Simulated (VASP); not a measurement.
# PbS (P-6m2) in VASP: further runs

Runs on PbS. Level: PBE. Tasks: single point.

Program: VASP 6.6.1. These are calculated values, not measurements. Logs are shortened: lines on timing, memory, paths and dates and some standing lists are left out, and cuts for length are marked.

## 1. The cell of the first run

It takes space group P-6m2 (No. 187, hexagonal). The conventional cell has a = 4.090 Å, b = 4.090 Å, c = 3.788 Å, α = 90.00°, β = 90.00°, γ = 120.00°. Pb (site symmetry -6m2) has 6 S at 3.03 Å and 8 Pb at 3.79 to 4.09 Å within 4.1 Å. S (site symmetry -6m2) has 6 Pb at 3.03 Å and 8 S at 3.79 to 4.09 Å within 4.1 Å.

## 2. Single point, PBE

Input file INCAR:

```
PREC = Accurate ; ENCUT = 520
EDIFF = 1E-7 ; ISMEAR = 0
SIGMA = 0.015 ; LREAL = F
LASPH = T ; NELM = 60
ALGO = Normal ; ISIF = 2
LWAVE = F ; LCHARG = F
GGA = PE ; NBANDS = 17
```

Input file KPOINTS:

```
regular mesh
0
Gamma
  8 8 7
```

Input file POSCAR:

```
PbS
1.0
    4.0896976867      0.0000000000      0.0000000000
   -2.0448488433      3.5417820905      0.0000000000
    0.0000000000      0.0000000000      3.7881670000
Pb S
1 1
Direct
    0.0000000000      0.0000000000      0.0000000000
    0.6666666667      0.3333333333      0.5000000000
```

Potentials or basis: VASP PAW PBE potentials, release 64 (Pb_d, S).

The run is started by

```bash
$ cat potpaw_PBE.64/Pb_d/POTCAR potpaw_PBE.64/S/POTCAR > POTCAR
$ mpirun -np 1 vasp_std > vasp.out
```

OUTCAR:

```text
PREC = Accurate
   ENCUT = 520
   EDIFF = 1E-7
   ISMEAR = 0
   LREAL = F
   LASPH = T
   NELM = 60
   ISIF = 2
   GGA = PE

 ion  position               nearest neighbor table
   1  0.000  0.000  0.000-   2 3.03   2 3.03   2 3.03   2 3.03   2 3.03   2 3.03
   2  0.667  0.333  0.500-   1 3.03   1 3.03   1 3.03   1 3.03   1 3.03   1 3.03

  LATTYP: Found a hexagonal cell.
 ALAT       =     4.0896976867
 C/A-ratio  =     0.9262706660

  Lattice vectors:

 A1 = (   4.0896976867,   0.0000000000,   0.0000000000)
 A2 = (  -2.0448488433,   3.5417820905,   0.0000000000)
 A3 = (   0.0000000000,   0.0000000000,   3.7881670000)

Analysis of symmetry for initial positions (statically):
=====================================================================
 Subroutine PRICEL returns:
 Original cell was already a primitive cell.

 Routine SETGRP: Setting up the symmetry group for a
 hexagonal supercell.

 Subroutine GETGRP returns: Found 12 space group operations
 (whereof 12 operations were pure point group operations)
 out of a pool of 24 trial point group operations.

The static configuration has the point symmetry D_3h.

Analysis of symmetry for dynamics (positions and initial velocities):
=====================================================================
 Subroutine PRICEL returns:
 Original cell was already a primitive cell.

 Routine SETGRP: Setting up the symmetry group for a
 hexagonal supercell.

 Subroutine GETGRP returns: Found 12 space group operations
 (whereof 12 operations were pure point group operations)
 out of a pool of 24 trial point group operations.

The dynamic configuration has the point symmetry D_3h.

 Subroutine INISYM returns: Found 12 space group operations
 (whereof 12 operations are pure point group operations),
 and found     1 'primitive' translations

----------------------------------------------------------------------------------------

                                     Primitive cell

  volume of cell :      54.8709

  direct lattice vectors                    reciprocal lattice vectors
     4.089697687  0.000000000  0.000000000     0.244516851  0.141171870  0.000000000
    -2.044848843  3.541782090  0.000000000     0.000000000  0.282343740  0.000000000
     0.000000000  0.000000000  3.788167000     0.000000000  0.000000000  0.263979914

  length of vectors
     4.089697687  4.089697687  3.788167000     0.282343740  0.282343740  0.263979914

  position of ions in fractional coordinates (direct lattice)
     0.000000000  0.000000000  0.000000000
     0.666666667  0.333333333  0.500000000

  ion indices of the primitive-cell ions
   primitive index   ion index
                 1           1
                 2           2

----------------------------------------------------------------------------------------

 KPOINTS: regular mesh

Automatic generation of k-mesh.
 Grid dimensions read from file:
 generate k-points for:    8    8    7

 Generating k-lattice:

  Cartesian coordinates                     Fractional coordinates (reciprocal lattice)
     0.030564606  0.017646484  0.000000000     0.125000000  0.000000000  0.000000000
     0.000000000  0.035292967  0.000000000     0.000000000  0.125000000  0.000000000
     0.000000000  0.000000000  0.037711416     0.000000000  0.000000000  0.142857143

  Length of vectors
     0.035292967  0.035292967  0.037711416

  Shift w.r.t. Gamma in fractional coordinates (k-lattice)
     0.000000000  0.000000000  0.000000000

 Subroutine IBZKPT returns following result:
 ===========================================

 Found     40 irreducible k-points:

 Following reciprocal coordinates:
            Coordinates               Weight
  0.000000  0.000000  0.000000      1.000000
  0.125000  0.000000  0.000000      6.000000
  0.250000  0.000000  0.000000      6.000000
  0.375000  0.000000  0.000000      6.000000
  0.500000  0.000000  0.000000      3.000000
  0.125000  0.125000  0.000000      6.000000
[... 16 lines left out ...]
  0.250000  0.000000  0.285714     12.000000
  0.375000  0.000000  0.285714     12.000000
 [... further k-points ...]
   k-points           NKPTS =     40   k-points in BZ     NKDIM =     40   number of bands    NBANDS=     17
   number of dos      NEDOS =    301   number of ions     NIONS =      2
   total plane-waves  NPLWV =  25200
   dimension x,y,z NGX =    30 NGY =   30 NGZ =   28
   dimension x,y,z NGXF=    60 NGYF=   60 NGZF=   56
   ions per type =               1   1
   NGX,Y,Z   is equivalent  to a cutoff of  12.19, 12.19, 12.29 a.u.
   NGXF,Y,Z  is equivalent  to a cutoff of  24.39, 24.39, 24.58 a.u.
 SYSTEM =  unknown system
   PREC   = accura    normal or accurate (medium, high low for compatibility)
   ISTART =      0    job   : 0-new  1-cont  2-samecut
   ICHARG =      2    charge: 1-file 2-atom 10-const
   ISPIN  =      1    spin polarized calculation?
   LNONCOLLINEAR =      F non collinear calculations
   LSORBIT =      F    spin-orbit coupling
   LASPH  =      T    aspherical Exc in radial PAW
   ENCUT  =  520.0 eV  38.22 Ry    6.18 a.u.   7.60  7.60  7.04*2*pi/ulx,y,z
   NELM   =     60;   NELMIN=  2; NELMDL= -5     # of ELM steps
   EDIFF  = 0.1E-06   stopping-criterion for ELM
   LREAL  =      F    real-space projection
   EDIFFG = 0.1E-05   stopping-criterion for IOM
   NSW    =      0    number of steps for IOM
   IBRION =     -1    ionic relax: 0-MD 1-quasi-New 2-CG
   NFREE  =      0    steps in history (QN), initial steepest desc. (CG)
   ISIF   =      2    stress and relaxation
   ISYM   =      2    0-nonsym 1-usesym 2-fastsym
   POTIM  = 0.5000    time-step for ionic-motion
   TEBEG  =    0.0;   TEEND  =   0.0 temperature during run
   PSTRESS=    0.0 pullay stress
   NELECT =      20.0000    total number of electrons
   NUPDOWN=      -1.0000    fix difference up-down
   EMIN   =  10.00;   EMAX   =-10.00  energy-range for DOS
   EFERMI =   0.00;   METHOD = LEGACY
   ISMEAR =     0;   SIGMA  =   0.01  broadening in eV -4-tet -1-fermi 0-gaus
   EFERMI_NEDOS =   21; number of points for ismear=-14 and -15
   IALGO  =     38    algorithm
   IMIX   =      4    mixing-type and parameters
     AMIX     =   0.40;   BMIX     =  1.00
     AMIX_MAG =   1.60;   BMIX_MAG =  1.00
  volume/ion in A,a.u.               =      27.44       185.14
  Fermi-wavevector in a.u.,A,eV,Ry     =   1.169421  2.209885 18.606576  1.367545
  Thomas-Fermi vector in A             =   2.305894
   LORBIT       =      0    0 simple, 1 ext, 2 COOP (PROOUT), +10 PAW based schemes
   GGA     = PE    functional components
   LHFCALC =     F    Hartree Fock is set to
   AEXX    =    0.0000 exact exchange contribution
   IVDW    =     0    specifies the selected vdW correction
   LEPSILON=     F    determine dielectric tensor
   LRPA    =     F    only Hartree local field effects (RPA)
 non-spin polarized calculation
 Gauss-broadening in eV      SIGMA  =   0.01
  energy-cutoff  :      520.00
  volume of cell :       54.87
 maximum number of plane-waves:      1502
   NGX = 15   NGY = 15   NGZ = 15

 number of electron      19.9999998 magnetization

 Free energy of the ion-electron system (eV)
  ---------------------------------------------------
  ext. energy  EPLUGINS =         0.00000000
  ---------------------------------------------------
  free energy    TOTEN  =        -8.52283084 eV

  energy without entropy =       -8.52283084  energy(sigma->0) =       -8.52283084

 E-fermi :   5.2274     XC(G=0):  -9.4358

 val. band max:        5.0979355810   @ k =   0.3750   0.2500   0.0000
 cond. band min:       5.3076761618   @ k =   0.3750   0.2500   0.4286
 fundamental gap:      0.2097405808
 Fermi energy:         5.2273961678

 k-point     1 :       0.0000    0.0000    0.0000
  band No.  band energies     occupation
      1     -11.7112      2.00000
      2     -11.6943      2.00000
      3     -11.6943      2.00000
      4     -11.5910      2.00000
      5     -11.5910      2.00000
      6      -7.9617      2.00000
[... 9 lines left out ...]
     16      16.2453      0.00000
     17      16.3316      0.00000

 k-point     2 :       0.1250    0.0000    0.0000
  band No.  band energies     occupation
      1     -11.7078      2.00000
      2     -11.6971      2.00000
      3     -11.6851      2.00000
      4     -11.5957      2.00000
      5     -11.5920      2.00000
      6      -7.8406      2.00000
[... 9 lines left out ...]
     16      15.3827      0.00000
     17      15.9769      0.00000

 k-point     3 :       0.2500    0.0000    0.0000
  band No.  band energies     occupation
      1     -11.7136      2.00000
      2     -11.6900      2.00000
      3     -11.6629      2.00000
      4     -11.6071      2.00000
      5     -11.5945      2.00000
      6      -7.5085      2.00000
[... 9 lines left out ...]
     16      15.7521      0.00000
     17      16.1994      0.00000

 k-point     4 :       0.3750    0.0000    0.0000
  band No.  band energies     occupation
      1     -11.7247      2.00000
      2     -11.6778      2.00000
      3     -11.6403      2.00000
      4     -11.6184      2.00000
      5     -11.5969      2.00000
      6      -7.0897      2.00000
[... 9 lines left out ...]
     16      16.1276      0.00000
     17      16.2307      0.00000

 k-point     5 :       0.5000    0.0000    0.0000
  band No.  band energies     occupation
      1     -11.7295      2.00000
      2     -11.6726      2.00000
      3     -11.6310      2.00000
      4     -11.6231      2.00000
      5     -11.5980      2.00000
      6      -6.8728      2.00000
[... 9 lines left out ...]
     16      16.3542      0.00000
     17      16.3979      0.00000

 k-point     6 :       0.1250    0.1250    0.0000
  band No.  band energies     occupation
      1     -11.7029      2.00000
      2     -11.7011      2.00000
      3     -11.6694      2.00000
      4     -11.6033      2.00000
      5     -11.5942      2.00000
      6      -7.6131      2.00000
[... 9 lines left out ...]
     16      15.4987      0.00000
     17      15.6872      0.00000

 k-point     7 :       0.2500    0.1250    0.0000
  band No.  band energies     occupation
      1     -11.7121      2.00000
      2     -11.6873      2.00000
      3     -11.6505      2.00000
      4     -11.6136      2.00000
      5     -11.5978      2.00000
      6      -7.2282      2.00000
[... 9 lines left out ...]
     16      15.4509      0.00000
     17      16.0191      0.00000

 k-point     8 :       0.3750    0.1250    0.0000
  band No.  band energies     occupation
      1     -11.7190      2.00000
      2     -11.6753      2.00000
      3     -11.6390      2.00000
      4     -11.6207      2.00000
      5     -11.6003      2.00000
      6      -6.8824      2.00000
[... 9 lines left out ...]
     16      15.0415      0.00000
     17      16.5260      0.00000
[... 203 lines left out ...]
      1     -11.7000      2.00000
      2     -11.6648      2.00000
      3     -11.6437      2.00000
      4     -11.6320      2.00000
      5     -11.6138      2.00000
      6      -6.7838      2.00000
[... 9 lines left out ...]
     16      16.1390      0.00000
     17      16.7110      0.00000

 k-point    20 :       0.3750    0.2500    0.1429
  band No.  band energies     occupation
      1     -11.6963      2.00000
      2     -11.6561      2.00000
      3     -11.6493      2.00000
      4     -11.6332      2.00000
      5     -11.6174      2.00000
      6      -6.6319      2.00000
[... 9 lines left out ...]
     16      15.3849      0.00000
     17      16.0397      0.00000

 k-point    21 :       0.0000    0.0000    0.2857
  band No.  band energies     occupation
      1     -11.6892      2.00000
      2     -11.6892      2.00000
      3     -11.6389      2.00000
      4     -11.6187      2.00000
      5     -11.6187      2.00000
      6      -7.3993      2.00000
[... 9 lines left out ...]
     16      13.5263      0.00000
     17      13.9903      0.00000

 k-point    22 :       0.1250    0.0000    0.2857
  band No.  band energies     occupation
      1     -11.6920      2.00000
      2     -11.6804      2.00000
      3     -11.6342      2.00000
      4     -11.6281      2.00000
      5     -11.6202      2.00000
      6      -7.2910      2.00000
[... 9 lines left out ...]
     16      14.0857      0.00000
     17      14.8263      0.00000

 k-point    23 :       0.2500    0.0000    0.2857
  band No.  band energies     occupation
      1     -11.7010      2.00000
      2     -11.6591      2.00000
      3     -11.6516      2.00000
      4     -11.6237      2.00000
      5     -11.6191      2.00000
      6      -7.0040      2.00000
[... 9 lines left out ...]
     16      14.2843      0.00000
     17      16.0253      0.00000

 k-point    24 :       0.3750    0.0000    0.2857
  band No.  band energies     occupation
      1     -11.7124      2.00000
      2     -11.6715      2.00000
      3     -11.6378      2.00000
      4     -11.6269      2.00000
      5     -11.6045      2.00000
      6      -6.6674      2.00000
[... 9 lines left out ...]
     16      15.5909      0.00000
     17      17.2415      0.00000

 [... further k-points ...]

------------------------ aborting loop because EDIFF is reached ----------------------------------------

  FORCE on cell =-STRESS in cart. coord.  units (eV):
  Direction    XX          YY          ZZ          XY          YZ          ZX
  --------------------------------------------------------------------------------------
  -------------------------------------------------------------------------------------
  Total        0.0042525      0.0042525     -0.0064162      0.0000000      0.0000000     -0.0000000
  in kB        0.1241687      0.1241687     -0.1873461      0.0000000      0.0000000     -0.0000000
  external PRESSURE =       0.0203304 kB  Pullay stress =       0.0000000 kB

 VOLUME and BASIS-vectors are now :
 -----------------------------------------------------------------------------
  energy-cutoff  :      520.00
  volume of cell :       54.87
      direct lattice vectors                 reciprocal lattice vectors
     4.089697687  0.000000000  0.000000000     0.244516851  0.141171870  0.000000000
    -2.044848843  3.541782090  0.000000000     0.000000000  0.282343740  0.000000000
     0.000000000  0.000000000  3.788167000     0.000000000  0.000000000  0.263979914

 POSITION                                       TOTAL-FORCE (eV/Angst)
 -----------------------------------------------------------------------------------
      0.00000      0.00000      0.00000        -0.000000      0.000000      0.000000
      2.04485      1.18059      1.89408         0.000000      0.000000      0.000000
 -----------------------------------------------------------------------------------
    total drift:                               -0.000000      0.000000      0.000000

  FREE ENERGIE OF THE ION-ELECTRON SYSTEM (eV)
  ---------------------------------------------------
  free  energy   TOTEN  =        -8.5228308444 eV

  energy  without entropy=       -8.5228308444  energy(sigma->0) =       -8.52283084
```

Run time: 46 s. Hardware: 1 thread of Intel Xeon 8259CL, shared host; peak memory 0.18 GiB.

Results:

```
Free energy            : -8.5228 eV
Pressure               : 0.0 GPa
Band gap on the k mesh : 0.21 eV (least direct gap 1.65 eV)
```

Caveat: spin-orbit coupling is left out, which moves the levels of the heavy elements; an odd mesh through Γ misses points on the zone boundary, where band edges can lie.

## 3. Single point, PBE

Input file INCAR:

```
SYSTEM = PbS
ALGO = Normal
EDIFF = 1E-6
ENCUT = 520
GGA = PE
ISIF = 2
ISMEAR = 0
LASPH = .TRUE.
LCHARG = .TRUE.
LELF = .TRUE.
LREAL = .FALSE.
LVHAR = .TRUE.
LWAVE = .FALSE.
NBANDS = 17
NELM = 80
PREC = Accurate
SIGMA = 0.016
```

Input file KPOINTS:

```
k-points
0
G
  8 8 7
  0 0 0
```

POSCAR is that of step 2.

Potentials or basis: VASP PAW PBE potentials, release 64 (Pb_d, S).

The run is started by

```bash
$ cat potpaw_PBE.64/Pb_d/POTCAR potpaw_PBE.64/S/POTCAR > POTCAR
$ mpirun -np 1 vasp_std > vasp.out
```

It took 52 s on 1 thread of Intel Xeon 8259CL, shared host; peak memory 0.18 GiB.

Results (log left out):

```yaml
Free_energy: -8.5228 eV
Pressure: 0.0 GPa
Band_gap_on_the_k_mesh: 0.21 eV (least direct gap 1.65 eV)
```

Levels at points of the mesh, in eV from the valence-band top:
```csv
k point,band 8,band 9,band 10,band 11,band 12,band 13
"(0.00, 0.00, 0.00)",-2.06,-1.58,-1.58,3.55,3.55,5.36
"(0.50, 0.00, 0.00)",-2.59,-1.70,-1.08,2.01,4.03,5.35
```

Caveat: spin-orbit coupling is left out, which moves the levels of the heavy elements; an odd mesh through Γ misses points on the zone boundary, where band edges can lie.
